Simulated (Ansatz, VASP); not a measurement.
# Two plane-wave programs on MgZn5O6

```xyz
12
Lattice="3.2709 0.0000 0.0000 0.0000 3.2709 0.0000 0.0000 0.0000 13.7852" Properties=species:S:1:pos:R:3 pbc="T T T"
Mg    0.0000    0.0000    6.8926
Zn    0.0000    0.0000   11.4816
Zn    1.6354    1.6354    0.0000
Zn    0.0000    0.0000    2.3035
Zn    1.6354    1.6354    4.6085
Zn    1.6354    1.6354    9.1767
O     1.6354    0.0000    1.1518
O     0.0000    1.6354    3.4548
O     1.6354    0.0000    5.7676
O     0.0000    1.6354    8.0176
O     1.6354    0.0000   10.3303
O     0.0000    1.6354   12.6334
```

Alike in both runs: functional PBE; k mesh 8 × 8 × 2; occupations gaussian, width 0.02 eV; no spin polarisation.

Ansatz relaxed the structure, and its values are those at the end. VASP's run is a single point on that final structure, the one shown.

```csv
,VASP,Ansatz
version,VASP 6.6.1,Ansatz 0.2.0
potentials or method,"VASP PAW PBE potentials, release 64 (Mg, Zn, O), cutoff 520 eV","scalar-relativistic, plane waves, PAW"
valence electrons in the cell,98,106
```

```csv
,VASP,Ansatz,Ansatz less VASP
gap on the k mesh at the Fermi level (eV),0.95,0.96,+0.015
least direct gap on the mesh (eV),0.95,0.96,+0.015
pressure (GPa),0.7,0.0,-0.67
rms of the force components (eV/Å),0.018,0.000,-0.0177
```

The functional is the same, so the differences come from potentials, cutoffs and numerics. VASP's potentials hold 98 valence electrons a cell and Ansatz's 106, so a difference there can come from the potentials and not from the codes.
